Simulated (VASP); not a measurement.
Input of a VASP 6.6.1 run:

The input POSCAR:

```
Pt
1.0
   -1.5842200000      1.5842200000      1.5842200000
    1.5842200000     -1.5842200000      1.5842200000
    1.5842200000      1.5842200000     -1.5842200000
Pt
1
Direct
    0.0000000000      0.0000000000      0.0000000000
```

The input INCAR.step1:

```
PREC = Accurate ; ENCUT = 520
ISMEAR = -1 ; SIGMA = 0.08
LREAL = F ; LASPH = T
NELM = 150 ; ISPIN = 2
MAGMOM = 1 ; NUPDOWN = 1.0
LMAXMIX = 4 ; NBANDS = 15
GGA = PE ; ALGO = Normal
EDIFF = 1E-4 ; LWAVE = T
LCHARG = F
```

File INCAR.step2:

```
PREC = Accurate ; ENCUT = 520
EDIFF = 1E-6 ; ISMEAR = -1
SIGMA = 0.08 ; LREAL = F
LASPH = T ; NELM = 150
ALGO = Normal ; ISIF = 2
LWAVE = F ; LCHARG = F
ISPIN = 2 ; MAGMOM = 1
LORBIT = 11 ; NUPDOWN = 1.0
LMAXMIX = 4 ; METAGGA = R2SCAN
LMIXTAU = T ; NBANDS = 15
ISTART = 1
```

KPOINTS

```
regular mesh
0
Gamma
  13 13 13
```

Potentials or basis: VASP PAW PBE potentials, release 64 (Pt).

Command:

```bash
$ cat potpaw_PBE.64/Pt/POTCAR > POTCAR
$ cp INCAR.step1 INCAR
$ mpirun -np 1 vasp_std > vasp.out
$ cp INCAR.step2 INCAR
$ mpirun -np 1 vasp_std > vasp.out
```

Problem. Estimate the pressure.

Solution. 1.4 GPa.

Caveat: the PAW data sets were made with another functional, which shifts forces and pressure a little; the total moment is fixed, so each spin has its own Fermi level.
